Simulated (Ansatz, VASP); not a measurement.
## One calculation of Sb, two programs

```xyz
3
Lattice="5.5371 0.0000 0.0000 -2.7685 4.7953 0.0000 0.0000 0.0000 3.3015" Properties=species:S:1:pos:R:3 pbc="T T T"
Sb   -2.7685    4.7953    0.0000
Sb    0.0000    3.1968    1.6507
Sb    2.7685    1.5984    1.6507
```

Alike in both runs: task single point; functional revPBE; k mesh 8 × 8 × 11; occupations fermi-dirac, width 0.1 eV; no spin polarisation.

|  | VASP | Ansatz |
| --- | --- | --- |
| version | VASP 6.6.1 | Ansatz 0.2.0 |
| potentials or method | VASP PAW PBE potentials, release 64 (Sb), cutoff 520 eV | plane waves (420 eV) with PAW, scalar-relativistic |
| valence electrons in the cell | 15 | 45 |

|  | VASP | Ansatz | Ansatz less VASP |
| --- | --- | --- | --- |
| pressure (GPa) | -2.3 | -2.2 | +0.15 |
| traceless stress, the component that is largest in VASP (GPa) | -0.89 | -0.89 | -0.002 |

VASP's potentials were made for PBE, not for revPBE. With one functional, cell and mesh, what is left measures potentials, basis and numerics. VASP's potentials hold 15 valence electrons a cell and Ansatz's 45, so a difference there can come from the potentials and not from the codes.

Neither program's run includes spin-orbit coupling.
